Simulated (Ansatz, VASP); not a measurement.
## One calculation of AlCo, two programs

```xyz
2
Lattice="2.8194 0.0000 0.0000 0.0000 2.8194 0.0000 0.0000 0.0000 2.8194" Properties=species:S:1:pos:R:3 pbc="T T T"
Al    0.0000    0.0000    0.0000
Co    1.4847    1.4097    1.4097
```

Change from the starting cell: all Co atoms moved +0.075 Å, as atom 2 along Cartesian [1 0 0].

Alike in both runs: task single point; functional PBEsol; k mesh 16 × 16 × 16; occupations gaussian, width 0.15 eV; no spin polarisation.

|  | VASP | Ansatz |
| --- | --- | --- |
| version | VASP 6.6.1 | Ansatz 0.2.0 |
| potentials or method | VASP PAW PBE potentials, release 64 (Al, Co), cutoff 520 eV | scalar-relativistic, plane waves, PAW |
| valence electrons in the cell | 12 | 20 |

|  | VASP | Ansatz | Ansatz less VASP |
| --- | --- | --- | --- |
| gap on the k mesh at the Fermi level (eV) | none | none | - |
| pressure (GPa) | 1.3 | 1.2 | -0.09 |
| traceless stress, the component that is largest in VASP (GPa) | -0.25 | -0.24 | +0.004 |
| rms of the force components (eV/Å) | 0.347 | 0.344 | -0.0024 |

VASP's potentials were made for PBE, not for PBEsol. Atom by atom the forces differ by 0.002 eV/Å (rms over components). A gap of «none» marks a metal or a gap that the smearing closes. With one functional, cell and mesh, what is left measures potentials, basis and numerics. VASP's potentials hold 12 valence electrons a cell and Ansatz's 20, so a difference there can come from the potentials and not from the codes.
